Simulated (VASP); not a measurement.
Here is a VASP 6.6.1 calculation.

The input INCAR:

```
SYSTEM = HfIn4SiO6
PREC = Accurate
ENCUT = 520
EDIFF = 1E-7
ISMEAR = -1
SIGMA = 0.05
LREAL = .False.
LASPH = .True.
NELM = 150
ALGO = Normal
ISIF = 2
LWAVE = .False.
LCHARG = .False.
LMAXMIX = 4
LDAU = .True.
LDAUTYPE = 2
LDAUL = 2 -1 -1 -1
LDAUU = 2 0 0 0
LDAUJ = 0 0 0 0
LDAUPRINT = 1
GGA = PE
NBANDS = 63
KPAR = 4
```

Contents of KPOINTS:

```
Automatic mesh
0
Gamma
  6 6 4
  0 0 0
```

POSCAR

```
HfIn4SiO6
1.0
    2.7158500000     -4.7035700000      0.0083300000
    2.7158500000      4.7035700000      0.0083300000
   -1.8791500000      0.0000000000      7.4012700000
Hf In Si O
1 4 1 6
Direct
    0.7883500000      0.2116500000      0.0000000000
    0.6217500000      0.3782500000      0.5000000000
    0.4550200000      0.5449800000      0.0000000000
    0.2840700000      0.7159300000      0.5000000000
    0.9581400000      0.0418600000      0.5000000000
    0.1216800000      0.8783200000      0.0000000000
    0.0621900000      0.1141500000      0.8666600000
    0.8858500000      0.9378100000      0.1333400000
    0.7949000000      0.5378400000      0.8666300000
    0.4621600000      0.2051000000      0.1333700000
    0.1535200000      0.6287900000      0.1333300000
    0.3712100000      0.8464800000      0.8666700000
```

Potentials or basis: VASP PAW PBE potentials, release 64 (Hf_pv, In_d, Si, O).

Run with:

```sh
$ cat potpaw_PBE.64/Hf_pv/POTCAR potpaw_PBE.64/In_d/POTCAR potpaw_PBE.64/Si/POTCAR potpaw_PBE.64/O/POTCAR > POTCAR
$ mpirun -np 4 vasp_std > vasp.out
```

What does it give for the pressure?

0.5 GPa.

Predict the band gap on the k mesh.

zero (bands 51 and 52 overlap by 1.92 eV).

What does it give for the largest force?

0.085 eV/Å.

Forces on the atoms (eV/Å):
```
Hf   0.000  0.010  0.000
In   0.000  0.009  0.000
In   0.000  0.001  0.000
In   0.000 -0.003  0.000
In   0.000 -0.005  0.000
Si   0.000  0.005  0.000
O    0.042 -0.031 -0.061
O   -0.042 -0.031  0.061
O    0.007  0.044 -0.063
O   -0.007  0.044  0.063
O    0.051 -0.021  0.064
O   -0.051 -0.021 -0.064
```

Caveat: spin-orbit coupling is left out, which moves the levels of the heavy elements; U without spin polarisation on a metal has little footing.
